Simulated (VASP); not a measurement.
# BiO5 (P6/mmm) in VASP: a series of runs

The runs below take BiO5 through relaxation of cell and atoms, with PBE.

All numbers are computed with VASP 6.6.1; they aren't measurements. Logs are shortened: lines on timing, memory, paths and dates and some standing lists are left out, and cuts for length are marked.

### Step 1. The cell of the first run

It takes space group P6/mmm (No. 191, hexagonal). The conventional cell has a = 4.068 Å, b = 4.068 Å, c = 5.522 Å, α = 90.00°, β = 90.00°, γ = 120.00°. Within 3.6 Å of Bi (site symmetry 6/mmm) lie 14 O at 2.76 to 2.86 Å. O (site symmetry 3m) has 7 O at 2.25 to 2.60 Å and 3 Bi at 2.86 Å within 3.0 Å. Within 3.4 Å of O (site symmetry 6/mmm) lie 12 O at 2.60 Å and 2 Bi at 2.76 Å.

The cell was generated, and may not be a known phase.

### Step 2. Relaxation of cell and atoms, PBE

INCAR

```
SYSTEM = BiO5
PREC = Accurate
ENCUT = 600
EDIFF = 1E-6
ISMEAR = 0
SIGMA = 0.1
LREAL = .False.
LASPH = .True.
NELM = 80
ALGO = Normal
ISIF = 3
LWAVE = .False.
LCHARG = .False.
GGA = PE
IBRION = 2
NSW = 90
EDIFFG = -0.04
```

KPOINTS

```
regular mesh
0
Gamma
  6 6 4
  0 0 0
```

POSCAR

```
BiO5
1.0
    4.0678412500      0.0000000000      0.0000000000
   -2.0339206200      3.5228538600      0.0000000000
    0.0000000000      0.0000000000      5.5218942500
Bi O
1 5
Direct
    0.0000000000      0.0000000000      0.5000000000
    0.6666666700      0.3333333300      0.7959949400
    0.0000000000      0.0000000000      0.0000000000
    0.6666666700      0.3333333300      0.2040050600
    0.3333333300      0.6666666700      0.2040050600
    0.3333333300      0.6666666700      0.7959949400
```

Potentials or basis: VASP PAW PBE potentials, release 64 (Bi_d, O).

Command:

```sh
$ cat potpaw_PBE.64/Bi_d/POTCAR potpaw_PBE.64/O/POTCAR > POTCAR
$ mpirun -np 1 vasp_std > vasp.out
```

OUTCAR:

```text
SYSTEM = BiO5
   PREC = Accurate
   ENCUT = 600
   EDIFF = 1E-6
   ISMEAR = 0
   LREAL = .False.
   LASPH = .True.
   NELM = 80
   ISIF = 3
   GGA = PE
   IBRION = 2
   NSW = 90
   EDIFFG = -0.04

 ion  position               nearest neighbor table
   1  0.000  0.000  0.500-   3 2.76   3 2.76   4 2.86   5 2.86   6 2.86   2 2.86   5 2.86   6 2.86
                             2 2.86   4 2.86   2 2.86   4 2.86   5 2.86   6 2.86
   2  0.667  0.333  0.796-   1 2.86   1 2.86   1 2.86
   3  0.000  0.000  0.000-   1 2.76   1 2.76
   4  0.667  0.333  0.204-   1 2.86   1 2.86   1 2.86
   5  0.333  0.667  0.204-   1 2.86   1 2.86   1 2.86
   6  0.333  0.667  0.796-   1 2.86   1 2.86   1 2.86

  LATTYP: Found a hexagonal cell.
 ALAT       =     4.0678412500
 C/A-ratio  =     1.3574507732

  Lattice vectors:

 A1 = (   4.0678412500,   0.0000000000,   0.0000000000)
 A2 = (  -2.0339206200,   3.5228538600,   0.0000000000)
 A3 = (   0.0000000000,   0.0000000000,   5.5218942500)

Analysis of symmetry for initial positions (statically):
=====================================================================
 Subroutine PRICEL returns:
 Original cell was already a primitive cell.

 Routine SETGRP: Setting up the symmetry group for a
 hexagonal supercell.

 Subroutine GETGRP returns: Found 24 space group operations
 (whereof 24 operations were pure point group operations)
 out of a pool of 24 trial point group operations.

The static configuration has the point symmetry D_6h.

Analysis of symmetry for dynamics (positions and initial velocities):
=====================================================================
 Subroutine PRICEL returns:
 Original cell was already a primitive cell.

 Routine SETGRP: Setting up the symmetry group for a
 hexagonal supercell.

 Subroutine GETGRP returns: Found 24 space group operations
 (whereof 24 operations were pure point group operations)
 out of a pool of 24 trial point group operations.

The dynamic configuration has the point symmetry D_6h.

 Subroutine INISYM returns: Found 24 space group operations
 (whereof 24 operations are pure point group operations),
 and found     1 'primitive' translations

----------------------------------------------------------------------------------------

                                     Primitive cell

  volume of cell :      79.1310

  direct lattice vectors                    reciprocal lattice vectors
     4.067841250  0.000000000  0.000000000     0.245830636  0.141930383  0.000000000
    -2.033920620  3.522853860  0.000000000     0.000000000  0.283860767  0.000000000
     0.000000000  0.000000000  5.521894250     0.000000000  0.000000000  0.181097275

  length of vectors
     4.067841250  4.067841247  5.521894250     0.283860767  0.283860767  0.181097275

  position of ions in fractional coordinates (direct lattice)
     0.000000000  0.000000000  0.500000000
     0.666666670  0.333333330  0.795994940
     0.000000000  0.000000000  0.000000000
     0.666666670  0.333333330  0.204005060
     0.333333330  0.666666670  0.204005060
     0.333333330  0.666666670  0.795994940

  ion indices of the primitive-cell ions
   primitive index   ion index
                 1           1
                 2           2
                 3           3
                 4           4
                 5           5
                 6           6

----------------------------------------------------------------------------------------

 KPOINTS: regular mesh

Automatic generation of k-mesh.
 Grid dimensions read from file:
 generate k-points for:    6    6    4

 Generating k-lattice:

  Cartesian coordinates                     Fractional coordinates (reciprocal lattice)
     0.040971773  0.023655064  0.000000000     0.166666667  0.000000000  0.000000000
     0.000000000  0.047310128  0.000000000     0.000000000  0.166666667  0.000000000
     0.000000000  0.000000000  0.045274319     0.000000000  0.000000000  0.250000000

  Length of vectors
     0.047310128  0.047310128  0.045274319

  Shift w.r.t. Gamma in fractional coordinates (k-lattice)
     0.000000000  0.000000000  0.000000000

 Subroutine IBZKPT returns following result:
 ===========================================

 Found     21 irreducible k-points:

 Following reciprocal coordinates:
            Coordinates               Weight
  0.000000  0.000000  0.000000      1.000000
  0.166667  0.000000  0.000000      6.000000
  0.333333  0.000000  0.000000      6.000000
  0.500000  0.000000  0.000000      3.000000
  0.166667  0.166667  0.000000      6.000000
  0.333333  0.166667  0.000000     12.000000
[... 13 lines left out ...]
  0.333333  0.166667  0.500000     12.000000
  0.333333  0.333333  0.500000      2.000000
   k-points           NKPTS =     21   k-points in BZ     NKDIM =     21   number of bands    NBANDS=     27
   number of dos      NEDOS =    301   number of ions     NIONS =      6
   total plane-waves  NPLWV =  49152
   dimension x,y,z NGX =    32 NGY =   32 NGZ =   48
   dimension x,y,z NGXF=    64 NGYF=   64 NGZF=   96
   ions per type =               1   5
   NGX,Y,Z   is equivalent  to a cutoff of  13.08, 13.08, 14.45 a.u.
   NGXF,Y,Z  is equivalent  to a cutoff of  26.16, 26.16, 28.90 a.u.
 SYSTEM =  BiO5
   PREC   = accura    normal or accurate (medium, high low for compatibility)
   ISTART =      0    job   : 0-new  1-cont  2-samecut
   ICHARG =      2    charge: 1-file 2-atom 10-const
   ISPIN  =      1    spin polarized calculation?
   LNONCOLLINEAR =      F non collinear calculations
   LSORBIT =      F    spin-orbit coupling
   LASPH  =      T    aspherical Exc in radial PAW
   ENCUT  =  600.0 eV  44.10 Ry    6.64 a.u.   8.12  8.12 11.03*2*pi/ulx,y,z
   NELM   =     80;   NELMIN=  2; NELMDL= -5     # of ELM steps
   EDIFF  = 0.1E-05   stopping-criterion for ELM
   LREAL  =      F    real-space projection
   EDIFFG = -.4E-01   stopping-criterion for IOM
   NSW    =     90    number of steps for IOM
   IBRION =      2    ionic relax: 0-MD 1-quasi-New 2-CG
   NFREE  =      1    steps in history (QN), initial steepest desc. (CG)
   ISIF   =      3    stress and relaxation
   ISYM   =      2    0-nonsym 1-usesym 2-fastsym
   POTIM  = 0.5000    time-step for ionic-motion
   TEBEG  =    0.0;   TEEND  =   0.0 temperature during run
   PSTRESS=    0.0 pullay stress
   NELECT =      45.0000    total number of electrons
   NUPDOWN=      -1.0000    fix difference up-down
   EMIN   =  10.00;   EMAX   =-10.00  energy-range for DOS
   EFERMI =   0.00;   METHOD = LEGACY
   ISMEAR =     0;   SIGMA  =   0.10  broadening in eV -4-tet -1-fermi 0-gaus
   EFERMI_NEDOS =   21; number of points for ismear=-14 and -15
   IALGO  =     38    algorithm
   IMIX   =      4    mixing-type and parameters
     AMIX     =   0.40;   BMIX     =  1.00
     AMIX_MAG =   1.60;   BMIX_MAG =  1.00
  volume/ion in A,a.u.               =      13.19        89.00
  Fermi-wavevector in a.u.,A,eV,Ry     =   1.356324  2.563081 25.029477  1.839615
  Thomas-Fermi vector in A             =   2.483337
   LORBIT       =      0    0 simple, 1 ext, 2 COOP (PROOUT), +10 PAW based schemes
   GGA     = PE    functional components
   LHFCALC =     F    Hartree Fock is set to
   AEXX    =    0.0000 exact exchange contribution
   IVDW    =     0    specifies the selected vdW correction
   LEPSILON=     F    determine dielectric tensor
   LRPA    =     F    only Hartree local field effects (RPA)
 conjugate gradient relaxation of ions
 non-spin polarized calculation
 Gauss-broadening in eV      SIGMA  =   0.10
  energy-cutoff  :      600.00
  volume of cell :       79.13
 maximum number of plane-waves:      2662
   NGX = 17   NGY = 17   NGZ = 23

--------------------------------------- Ionic step        1  -------------------------------------------

 number of electron      44.9999997 magnetization

 Free energy of the ion-electron system (eV)
  ---------------------------------------------------
  ext. energy  EPLUGINS =         0.00000000
  ---------------------------------------------------
  free energy    TOTEN  =       -20.44689285 eV

  energy without entropy =      -20.40107410  energy(sigma->0) =      -20.42398348

 E-fermi :   2.6928     XC(G=0): -10.6022

 val. band max:        2.6879239570   @ k =   0.1667   0.0000   0.5000
 cond. band min:       2.6990668047   @ k =   0.1667   0.0000   0.0000
 fundamental gap:      0.0111428477
 Fermi energy:         2.6927777169

 k-point     1 :       0.0000    0.0000    0.0000
  band No.  band energies     occupation
      1     -20.3494      2.00000
      2     -20.3494      2.00000
      3     -20.2678      2.00000
      4     -20.2606      2.00000
      5     -20.2606      2.00000
      6     -15.6614      2.00000
[... 732 lines left out ...]
  FREE ENERGIE OF THE ION-ELECTRON SYSTEM (eV)
  ---------------------------------------------------
  free  energy   TOTEN  =       -21.6826524297 eV

  energy  without entropy=      -21.6501367408  energy(sigma->0) =      -21.66639459

[... ionic steps 4 to 17 ...]

--------------------------------------- Ionic step       18  -------------------------------------------

 number of electron      45.0000001 magnetization

------------------------ aborting loop because EDIFF is reached ----------------------------------------

  FORCE on cell =-STRESS in cart. coord.  units (eV):
  Direction    XX          YY          ZZ          XY          YZ          ZX
  --------------------------------------------------------------------------------------
  -------------------------------------------------------------------------------------
  Total        0.0342465      0.0342465     -0.0145981      0.0000000     -0.0000000      0.0000000
  in kB        0.8435090      0.8435090     -0.3595592      0.0000000     -0.0000000      0.0000000
  external PRESSURE =       0.4424863 kB  Pullay stress =       0.0000000 kB
[... 65 lines left out ...]
  energy  without entropy=      -22.0534554885  energy(sigma->0) =      -22.07179852

--------------------------------------- Ionic step       20  -------------------------------------------

 number of electron      45.0000002 magnetization

 Free energy of the ion-electron system (eV)
  ---------------------------------------------------
  ext. energy  EPLUGINS =         0.00000000
  ---------------------------------------------------
  free energy    TOTEN  =       -22.09027987 eV

  energy without entropy =      -22.05369503  energy(sigma->0) =      -22.07198745

 E-fermi :   4.3918     XC(G=0): -11.5712

 val. band max:        4.3907526960   @ k =   0.3333   0.0000   0.0000
 cond. band min:       4.4704995924   @ k =   0.1667   0.1667   0.5000
 fundamental gap:      0.0797468964
 Fermi energy:         4.3918098102

 k-point     1 :       0.0000    0.0000    0.0000
  band No.  band energies     occupation
      1     -17.8941      2.00000
      2     -17.8941      2.00000
      3     -17.8503      2.00000
      4     -17.8078      2.00000
      5     -17.8078      2.00000
      6     -15.3076      2.00000
[... 652 lines left out ...]
  FREE ENERGIE OF THE ION-ELECTRON SYSTEM (eV)
  ---------------------------------------------------
  free  energy   TOTEN  =       -22.0902798684 eV

  energy  without entropy=      -22.0536950328  energy(sigma->0) =      -22.07198745

 reached required accuracy - stopping structural energy minimisation
```

It took 6.1 min on 1 thread of AMD EPYC 9R45 (Zen 5), shared host; peak memory 0.23 GiB.

Results:

```yaml
Free_energy: -22.0903 eV
Relaxed_volume: 10.84 Å³/atom
Relaxed_cell: a = 3.736 Å, b = 3.736 Å, c = 5.383 Å, α = 90.00°, β = 90.00°, γ = 120.00°
Space_group_after_relaxing_to_0.1_Å: P6/mmm (No. 191)
Energy_gained_by_relaxing: 273.9 meV/atom
Ionic_steps: 20
Pressure_after_relaxing: 0.0 GPa
Largest_force_after_relaxing: 0.036 eV/Å
Band_gap_on_the_k_mesh: zero (an odd number of electrons rules out a gap without spin polarisation)
```

Forces in eV/Å, atoms in the order of the input:
```
Bi   0.000  0.000  0.000
O    0.000  0.000  0.036
O    0.000  0.000  0.000
O    0.000  0.000 -0.036
O    0.000  0.000 -0.036
O    0.000  0.000  0.036
```

Stress tensor (GPa, compression positive):
```
 0.03  0.00  0.00
 0.00  0.03  0.00
 0.00  0.00 -0.08
```

Step by step:
```
step  energy change (eV)  largest force (eV/Å)  pressure (GPa)  volume (Å³)
   1              0.0000                1.0437          -16.83        79.13
   2             -1.2160                1.1252           -0.94        64.29
   3             -1.2358                1.1213            2.78        62.50
   4             -1.4624                0.6915            2.64        62.40
   5             -1.5766                0.0851            4.19        62.28
   6             -1.5781                0.0248            4.48        62.26
   7             -1.6032                0.1060           -2.44        65.74
   8             -1.6108                0.0789           -0.34        64.57
   9             -1.6171                0.0324           -0.22        64.62
  10             -1.6256                0.1033            0.31        64.77
  11             -1.6326                0.0815           -0.42        65.17
  12             -1.6338                0.0382           -2.24        66.33
  13             -1.6382                0.0350           -1.30        65.69
  14             -1.6384                0.0207           -1.50        65.82
  15             -1.6404                0.0145           -1.28        65.73
  16             -1.6413                0.0054           -1.00        65.63
  17             -1.6424                0.0172           -0.68        65.44
  18             -1.6432                0.0425            0.04        65.05
  19             -1.6432                0.0409            0.01        65.07
  20             -1.6434                0.0357            0.00        65.05
```

Final structure:
```
Bi O
1.0
     3.73567    0.00000    0.00000
    -1.86784    3.23519    0.00000
     0.00000    0.00000    5.38283
Bi O
1 5
Cartesian
  0.0000 0.0000 2.6914
  1.8678 1.0784 4.0541
  0.0000 0.0000 0.0000
  1.8678 1.0784 1.3287
  0.0000 2.1568 1.3287
  0.0000 2.1568 4.0541
```

Levels at points of the mesh, in eV from the Fermi level:
```csv
k point,band 21,band 22,band 23,band 24,band 25,band 26
"(0.00, 0.00, 0.00)",-1.41,-0.25,-0.25,0.18,0.18,0.42
"(0.50, 0.00, 0.00)",-0.56,-0.33,-0.10,0.27,0.53,0.66
"(0.00, 0.00, 0.50)",-1.49,-0.73,-0.45,0.56,0.80,0.80
"(0.50, 0.00, 0.50)",-0.61,-0.38,-0.35,0.55,0.57,0.62
```

Caveat: the volume moved by over 15 % at a fixed basis, so the end points are rough; spin-orbit coupling is left out, which moves the levels of the heavy elements; an odd number of electrons without spin polarisation forces a metal; a magnetic or distorted state may lie lower.

(Part 1 of 2 ends here.)

The gap in the log of VASP goes by the Fermi energy; the results here count the filled bands.